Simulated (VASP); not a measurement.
# Si4O: single point with PBE

Si4O:

```
Si O
1.0
    -2.80023    2.80023    2.80023
     2.80023   -2.80023    2.80023
     2.80023    2.80023   -2.80023
Si O
4 1
Direct
  0.34960 0.34960 0.34960
  0.65040 0.00000 0.00000
  0.00000 0.00000 0.65040
  0.00000 0.65040 0.00000
  0.00000 0.00000 0.00000
```

```json
{
  "Program": "VASP 6.6.1",
  "Task": "single point",
  "Functional": "PBE",
  "Potentials or basis": "VASP PAW PBE potentials, release 64 (Si, O)",
  "Cutoff": "520 eV",
  "k mesh": "4 × 4 × 4",
  "Occupations": "gaussian, width 0.1 eV",
  "Spin": "no spin polarisation",
  "Dipole correction": "no",
  "Further INCAR settings": "ALGO = Normal; EDIFF = 1e-06; NBANDS = 19"
}
```

- Pressure: 9.9 GPa
- Largest force: 5.206 eV/Å
- Band gap on the k mesh: zero (band 11 reaches 7.98 eV, above the bottom of band 12 at 6.23 eV)

Forces on the atoms (eV/Å):
```
Si   3.006  3.006  3.006
Si   3.006 -3.006 -3.006
Si  -3.006 -3.006  3.006
Si  -3.006  3.006 -3.006
O    0.000  0.000  0.000
```

Levels at points of the mesh, in eV from the Fermi level:
| k point | band 7 | band 8 | band 9 | band 10 | band 11 | band 12 | band 13 | band 14 | band 15 | band 16 |
| --- | --- | --- | --- | --- | --- | --- | --- | --- | --- | --- |
| (0.00, 0.00, 0.00) | -4.11 | -4.11 | -0.95 | -0.95 | -0.95 | 0.07 | 0.07 | 0.15 | 0.15 | 0.15 |
| (0.50, 0.00, 0.00) | -5.10 | -3.63 | -2.38 | -1.42 | -0.79 | 0.50 | 1.15 | 2.16 | 2.40 | 2.90 |
| (0.50, 0.50, 0.50) | -5.38 | -4.59 | -4.59 | -3.35 | 0.28 | 0.35 | 0.35 | 0.35 | 5.64 | 5.64 |

Wall time 8.4 s on 1 thread of Intel(R) Xeon(R) Platinum 8488C (Sapphire Rapids), with other jobs on the host, peak memory 0.19 GiB.

Caveat: the k points lie up to 0.40 Å⁻¹ apart; forces of over 1 eV/Å act on the atoms, so gaps and moduli don't describe the material at rest.
